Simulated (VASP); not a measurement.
# CdTe (F-43m) in VASP: single point with r2SCAN

Aim: the single point of CdTe with r2SCAN.

All numbers are computed with VASP 6.6.1; they aren't measurements. Logs are shortened: lines on timing, memory, paths and dates and some standing lists are left out, and cuts for length are marked.

## Step 1: The cell of the first run

It takes space group F-43m (No. 216, cubic). The conventional cell has a = 6.410 Å, b = 6.410 Å, c = 6.410 Å, α = 90.00°, β = 90.00°, γ = 90.00°. Cd (site symmetry -43m) has 4 Te at 2.78 Å within 3.7 Å. Te (site symmetry -43m) has 4 Cd at 2.78 Å within 3.7 Å.

## Step 2: Single point, r2SCAN

Contents of POSCAR:

```
CdTe
1.0
    0.0000000000      3.2050000000      3.2050000000
    3.2050000000      0.0000000000      3.2050000000
    3.2050000000      3.2050000000      0.0000000000
Cd Te
1 1
Direct
    0.0000000000      0.0000000000      0.0000000000
    0.2500000000      0.2500000000      0.2500000000
```

Contents of INCAR.step1:

```
SYSTEM = CdTe
PREC = Accurate
ENCUT = 550
ISMEAR = 0
SIGMA = 0.01
LREAL = .FALSE.
LASPH = .TRUE.
NELM = 120
NBANDS = 16
GGA = PE
ALGO = Normal
EDIFF = 1E-5
LWAVE = .TRUE.
LCHARG = .FALSE.
GGA_COMPAT = .FALSE.
```

Contents of INCAR.step2:

```
SYSTEM = CdTe
PREC = Accurate
ENCUT = 550
EDIFF = 1E-6
ISMEAR = 0
SIGMA = 0.01
LREAL = .FALSE.
LASPH = .TRUE.
NELM = 120
ALGO = Normal
ISIF = 2
LWAVE = .FALSE.
LCHARG = .TRUE.
METAGGA = R2SCAN
LMIXTAU = .TRUE.
LELF = .TRUE.
LVHAR = .TRUE.
NBANDS = 16
ISTART = 1
GGA_COMPAT = .FALSE.
```

Contents of KPOINTS:

```
Automatic mesh
0
G
  5 5 5
  0 0 0
```

Potentials or basis: VASP PAW PBE potentials, release 64 (Cd, Te).

On the command line:

```console
cat potpaw_PBE.64/Cd/POTCAR potpaw_PBE.64/Te/POTCAR > POTCAR
cp INCAR.step1 INCAR
mpirun -np 1 vasp_std > vasp.out
cp INCAR.step2 INCAR
mpirun -np 1 vasp_std > vasp.out
```

OUTCAR:

```text
SYSTEM = CdTe
   PREC = Accurate
   ENCUT = 550
   EDIFF = 1E-6
   ISMEAR = 0
   LREAL = .FALSE.
   LASPH = .TRUE.
   NELM = 120
   ISIF = 2
   METAGGA = R2SCAN
   ISTART = 1

 ion  position               nearest neighbor table
   1  0.000  0.000  0.000-   2 2.78   2 2.78   2 2.78   2 2.78
   2  0.250  0.250  0.250-   1 2.78   1 2.78   1 2.78   1 2.78

  LATTYP: Found a face centered cubic cell.
 ALAT       =     6.4100000000

  Lattice vectors:

 A1 = (   0.0000000000,   3.2050000000,   3.2050000000)
 A2 = (   3.2050000000,   0.0000000000,   3.2050000000)
 A3 = (   3.2050000000,   3.2050000000,   0.0000000000)

Analysis of symmetry for initial positions (statically):
=====================================================================
 Subroutine PRICEL returns:
 Original cell was already a primitive cell.

 Routine SETGRP: Setting up the symmetry group for a
 face centered cubic supercell.

 Subroutine GETGRP returns: Found 24 space group operations
 (whereof 24 operations were pure point group operations)
 out of a pool of 48 trial point group operations.

The static configuration has the point symmetry T_d .

Analysis of symmetry for dynamics (positions and initial velocities):
=====================================================================
 Subroutine PRICEL returns:
 Original cell was already a primitive cell.

 Routine SETGRP: Setting up the symmetry group for a
 face centered cubic supercell.

 Subroutine GETGRP returns: Found 24 space group operations
 (whereof 24 operations were pure point group operations)
 out of a pool of 48 trial point group operations.

The dynamic configuration has the point symmetry T_d .

 Subroutine INISYM returns: Found 24 space group operations
 (whereof 24 operations are pure point group operations),
 and found     1 'primitive' translations

----------------------------------------------------------------------------------------

                                     Primitive cell

  volume of cell :      65.8437

  direct lattice vectors                    reciprocal lattice vectors
     0.000000000  3.205000000  3.205000000    -0.156006240  0.156006240  0.156006240
     3.205000000  0.000000000  3.205000000     0.156006240 -0.156006240  0.156006240
     3.205000000  3.205000000  0.000000000     0.156006240  0.156006240 -0.156006240

  length of vectors
     4.532554467  4.532554467  4.532554467     0.270210734  0.270210734  0.270210734

  position of ions in fractional coordinates (direct lattice)
     0.000000000  0.000000000  0.000000000
     0.250000000  0.250000000  0.250000000

  ion indices of the primitive-cell ions
   primitive index   ion index
                 1           1
                 2           2

----------------------------------------------------------------------------------------

 KPOINTS: Automatic mesh

Automatic generation of k-mesh.
 Grid dimensions read from file:
 generate k-points for:    5    5    5

 Generating k-lattice:

  Cartesian coordinates                     Fractional coordinates (reciprocal lattice)
    -0.031201248  0.031201248  0.031201248     0.200000000  0.000000000  0.000000000
     0.031201248 -0.031201248  0.031201248     0.000000000  0.200000000  0.000000000
     0.031201248  0.031201248 -0.031201248     0.000000000  0.000000000  0.200000000

  Length of vectors
     0.054042147  0.054042147  0.054042147

  Shift w.r.t. Gamma in fractional coordinates (k-lattice)
     0.000000000  0.000000000  0.000000000

 Subroutine IBZKPT returns following result:
 ===========================================

 Found     10 irreducible k-points:

 Following reciprocal coordinates:
            Coordinates               Weight
  0.000000  0.000000  0.000000      1.000000
  0.200000  0.000000  0.000000      8.000000
  0.400000  0.000000  0.000000      8.000000
  0.200000  0.200000  0.000000      6.000000
  0.400000  0.200000  0.000000     24.000000
 -0.400000  0.200000  0.000000     24.000000
 -0.200000  0.200000  0.000000     12.000000
  0.400000  0.400000  0.000000      6.000000
 -0.400000  0.400000  0.000000     12.000000
 -0.400000  0.400000  0.200000     24.000000
   k-points           NKPTS =     10   k-points in BZ     NKDIM =     10   number of bands    NBANDS=     16
   number of dos      NEDOS =    301   number of ions     NIONS =      2
   total plane-waves  NPLWV =  46656
   dimension x,y,z NGX =    36 NGY =   36 NGZ =   36
   dimension x,y,z NGXF=    72 NGYF=   72 NGZF=   72
   ions per type =               1   1
   NGX,Y,Z   is equivalent  to a cutoff of  13.20, 13.20, 13.20 a.u.
   NGXF,Y,Z  is equivalent  to a cutoff of  26.41, 26.41, 26.41 a.u.
 SYSTEM =  CdTe
   PREC   = accura    normal or accurate (medium, high low for compatibility)
   ISTART =      1    job   : 0-new  1-cont  2-samecut
   ICHARG =      0    charge: 1-file 2-atom 10-const
   ISPIN  =      1    spin polarized calculation?
   LNONCOLLINEAR =      F non collinear calculations
   LSORBIT =      F    spin-orbit coupling
   LASPH  =      T    aspherical Exc in radial PAW
   ENCUT  =  550.0 eV  40.42 Ry    6.36 a.u.   8.67  8.67  8.67*2*pi/ulx,y,z
   NELM   =    120;   NELMIN=  2; NELMDL=  0     # of ELM steps
   EDIFF  = 0.1E-05   stopping-criterion for ELM
   LREAL  =      F    real-space projection
   EDIFFG = 0.1E-04   stopping-criterion for IOM
   NSW    =      0    number of steps for IOM
   IBRION =     -1    ionic relax: 0-MD 1-quasi-New 2-CG
   NFREE  =      0    steps in history (QN), initial steepest desc. (CG)
   ISIF   =      2    stress and relaxation
   ISYM   =      2    0-nonsym 1-usesym 2-fastsym
   POTIM  = 0.5000    time-step for ionic-motion
   TEBEG  =    0.0;   TEEND  =   0.0 temperature during run
   PSTRESS=    0.0 pullay stress
   NELECT =      18.0000    total number of electrons
   NUPDOWN=      -1.0000    fix difference up-down
   EMIN   =  10.00;   EMAX   =-10.00  energy-range for DOS
   EFERMI =   0.00;   METHOD = LEGACY
   ISMEAR =     0;   SIGMA  =   0.01  broadening in eV -4-tet -1-fermi 0-gaus
   EFERMI_NEDOS =   21; number of points for ismear=-14 and -15
   IALGO  =     38    algorithm
   IMIX   =      4    mixing-type and parameters
     AMIX     =   0.40;   BMIX     =  1.00
     AMIX_MAG =   1.60;   BMIX_MAG =  1.00
  volume/ion in A,a.u.               =      32.92       222.17
  Fermi-wavevector in a.u.,A,eV,Ry     =   1.062497  2.007828 15.359610  1.128899
  Thomas-Fermi vector in A             =   2.197950
   LORBIT       =      0    0 simple, 1 ext, 2 COOP (PROOUT), +10 PAW based schemes
   METAGGA = R2SCAN    functional components
   LHFCALC =     F    Hartree Fock is set to
   AEXX    =    0.0000 exact exchange contribution
   IVDW    =     0    specifies the selected vdW correction
   LEPSILON=     F    determine dielectric tensor
   LRPA    =     F    only Hartree local field effects (RPA)
 non-spin polarized calculation
 Gauss-broadening in eV      SIGMA  =   0.01
  energy-cutoff  :      550.00
  volume of cell :       65.84
 maximum number of plane-waves:      1944
   NGX = 17   NGY = 17   NGZ = 17

 number of electron      17.9999995 magnetization

 Free energy of the ion-electron system (eV)
  ---------------------------------------------------
  ext. energy  EPLUGINS =         0.00000000
  ---------------------------------------------------
  free energy    TOTEN  =       -46.58246407 eV

  energy without entropy =      -46.58246407  energy(sigma->0) =      -46.58246407

 E-fermi :   2.5065     XC(G=0):  -9.2565

 val. band max:        2.4191333676   @ k =   0.0000   0.0000   0.0000
 cond. band min:       3.7993335716   @ k =   0.0000   0.0000   0.0000
 fundamental gap:      1.3802002040
 Fermi energy:         2.5064850887

 k-point     1 :       0.0000    0.0000    0.0000
  band No.  band energies     occupation
      1      -9.3124      2.00000
      2      -6.2708      2.00000
      3      -6.2708      2.00000
      4      -6.2708      2.00000
      5      -5.9587      2.00000
      6      -5.9587      2.00000
      7       2.4191      2.00000
      8       2.4191      2.00000
      9       2.4191      2.00000
     10       3.7993      0.00000
     11       7.4167      0.00000
     12       7.4167      0.00000
     13       7.4167      0.00000
     14      10.4095      0.00000
     15      12.3016      0.00000
     16      12.3016      0.00000

 k-point     2 :       0.2000    0.0000    0.0000
  band No.  band energies     occupation
      1      -9.1582      2.00000
      2      -6.2410      2.00000
      3      -6.2410      2.00000
      4      -6.1316      2.00000
      5      -5.9599      2.00000
      6      -5.9599      2.00000
      7       0.2445      2.00000
      8       2.0850      2.00000
      9       2.0850      2.00000
     10       4.8812      0.00000
     11       7.7973      0.00000
     12       7.8791      0.00000
     13       7.8791      0.00000
     14      11.2872      0.00000
     15      11.2872      0.00000
     16      11.3592      0.00000

 k-point     3 :       0.4000    0.0000    0.0000
  band No.  band energies     occupation
      1      -8.9113      2.00000
      2      -6.2011      2.00000
      3      -6.2011      2.00000
      4      -5.9517      2.00000
      5      -5.9517      2.00000
      6      -5.6875      2.00000
      7      -1.9147      2.00000
      8       1.6426      2.00000
      9       1.6426      2.00000
     10       4.7364      0.00000
     11       8.0158      0.00000
     12       8.0158      0.00000
     13       9.7108      0.00000
     14      11.2008      0.00000
     15      12.5102      0.00000
     16      12.5102      0.00000

 k-point     4 :       0.2000    0.2000    0.0000
  band No.  band energies     occupation
      1      -9.1077      2.00000
      2      -6.2094      2.00000
      3      -6.2094      2.00000
      4      -6.1393      2.00000
      5      -5.9641      2.00000
      6      -5.9465      2.00000
      7       0.3166      2.00000
      8       1.5481      2.00000
      9       1.5481      2.00000
     10       5.7058      0.00000
     11       6.2574      0.00000
     12       8.8255      0.00000
     13       8.8255      0.00000
     14       9.7406      0.00000
     15      12.6616      0.00000
     16      12.8620      0.00000

 k-point     5 :       0.4000    0.2000    0.0000
  band No.  band energies     occupation
      1      -8.8949      2.00000
      2      -6.1773      2.00000
      3      -6.1610      2.00000
      4      -6.0128      2.00000
      5      -5.9397      2.00000
      6      -5.7297      2.00000
      7      -1.3483      2.00000
      8       0.7983      2.00000
      9       1.1037      2.00000
     10       5.7731      0.00000
     11       7.0145      0.00000
     12       8.6387      0.00000
     13       9.3332      0.00000
     14      11.6861      0.00000
     15      13.2073      0.00000
     16      13.3614      0.00000

 k-point     6 :      -0.4000    0.2000    0.0000
  band No.  band energies     occupation
      1      -8.8169      2.00000
      2      -6.1699      2.00000
      3      -6.1599      2.00000
      4      -5.9715      2.00000
      5      -5.9543      2.00000
      6      -5.4735      2.00000
      7      -2.0451      2.00000
      8       0.2276      2.00000
      9       1.2636      2.00000
     10       5.8182      0.00000
     11       7.6113      0.00000
     12       8.8789      0.00000
     13       9.8849      0.00000
     14      11.5993      0.00000
     15      12.2099      0.00000
     16      13.2130      0.00000

 k-point     7 :      -0.2000    0.2000    0.0000
  band No.  band energies     occupation
      1      -8.9747      2.00000
      2      -6.2062      2.00000
      3      -6.1910      2.00000
      4      -5.9777      2.00000
      5      -5.9704      2.00000
      6      -5.8577      2.00000
      7      -0.8678      2.00000
      8       0.6511      2.00000
      9       1.8608      2.00000
     10       5.8640      0.00000
     11       7.8654      0.00000
     12       8.1725      0.00000
     13       8.2674      0.00000
     14      10.5895      0.00000
     15      12.7061      0.00000
     16      13.3620      0.00000

 k-point     8 :       0.4000    0.4000    0.0000
  band No.  band energies     occupation
      1      -8.7881      2.00000
      2      -6.0987      2.00000
      3      -6.0987      2.00000
      4      -6.0762      2.00000
      5      -5.9267      2.00000
      6      -5.5515      2.00000
      7      -1.7355      2.00000
      8       0.5335      2.00000
      9       0.5335      2.00000
     10       5.2587      0.00000
     11       5.6310      0.00000
     12      11.2959      0.00000
     13      11.5013      0.00000
     14      11.5013      0.00000
     15      13.5598      0.00000
     16      15.7497      0.00000

 k-point     9 :      -0.4000    0.4000    0.0000
  band No.  band energies     occupation
      1      -8.7427      2.00000
      2      -6.1254      2.00000
      3      -6.0973      2.00000
      4      -6.0282      2.00000
      5      -5.9369      2.00000
      6      -5.3417      2.00000
      7      -2.0330      2.00000
      8      -0.2219      2.00000
      9       0.6134      2.00000
     10       5.5011      0.00000
     11       6.7682      0.00000
     12      10.6233      0.00000
     13      10.9132      0.00000
     14      11.4584      0.00000
     15      13.0581      0.00000
     16      15.4012      0.00000

 k-point    10 :      -0.4000    0.4000    0.2000
  band No.  band energies     occupation
      1      -8.7714      2.00000
      2      -6.1363      2.00000
      3      -6.1302      2.00000
      4      -6.0015      2.00000
      5      -5.9496      2.00000
      6      -5.4046      2.00000
      7      -1.8608      2.00000
      8      -0.1375      2.00000
      9       0.5390      2.00000
     10       6.7864      0.00000
     11       7.1086      0.00000
     12       8.2016      0.00000
     13      10.6036      0.00000
     14      11.6051      0.00000
     15      13.2102      0.00000
     16      15.2222      0.00000

------------------------ aborting loop because EDIFF is reached ----------------------------------------

  FORCE on cell =-STRESS in cart. coord.  units (eV):
  Direction    XX          YY          ZZ          XY          YZ          ZX
  --------------------------------------------------------------------------------------
  -------------------------------------------------------------------------------------
  Total        1.4063604      1.4063604      1.4063604      0.0000000     -0.0000000      0.0000000
  in kB       34.2210319     34.2210319     34.2210319      0.0000000     -0.0000000      0.0000000
  external PRESSURE =      34.2210319 kB  Pullay stress =       0.0000000 kB

 VOLUME and BASIS-vectors are now :
 -----------------------------------------------------------------------------
  energy-cutoff  :      550.00
  volume of cell :       65.84
      direct lattice vectors                 reciprocal lattice vectors
     0.000000000  3.205000000  3.205000000    -0.156006240  0.156006240  0.156006240
     3.205000000  0.000000000  3.205000000     0.156006240 -0.156006240  0.156006240
     3.205000000  3.205000000  0.000000000     0.156006240  0.156006240 -0.156006240

 POSITION                                       TOTAL-FORCE (eV/Angst)
 -----------------------------------------------------------------------------------
      0.00000      0.00000      0.00000        -0.000000     -0.000000     -0.000000
      1.60250      1.60250      1.60250         0.000000      0.000000      0.000000
 -----------------------------------------------------------------------------------
    total drift:                                0.000000      0.000000      0.000000

  FREE ENERGIE OF THE ION-ELECTRON SYSTEM (eV)
  ---------------------------------------------------
  free  energy   TOTEN  =       -46.5824640708 eV

  energy  without entropy=      -46.5824640708  energy(sigma->0) =      -46.58246407
```

Run time: 41 s. Hardware: 1 thread of Intel Xeon 6975P-C, shared host; peak memory 0.22 GiB.

What came out:

```
Free energy            : -46.5825 eV
Pressure               : 3.4 GPa
Band gap on the k mesh : 1.38 eV, direct
```

Levels at points of the mesh, in eV from the valence-band top:
```csv
k point,band 7,band 8,band 9,band 10,band 11,band 12
"(0.00, 0.00, 0.00)",0.00,0.00,0.00,1.38,5.00,5.00
```

Caveat: the PAW data sets were made with another functional, which shifts forces and pressure a little; spin-orbit coupling is left out, which moves the levels of the heavy elements. r2SCAN opens gaps a little over a GGA but as a rule still falls short of measured ones.
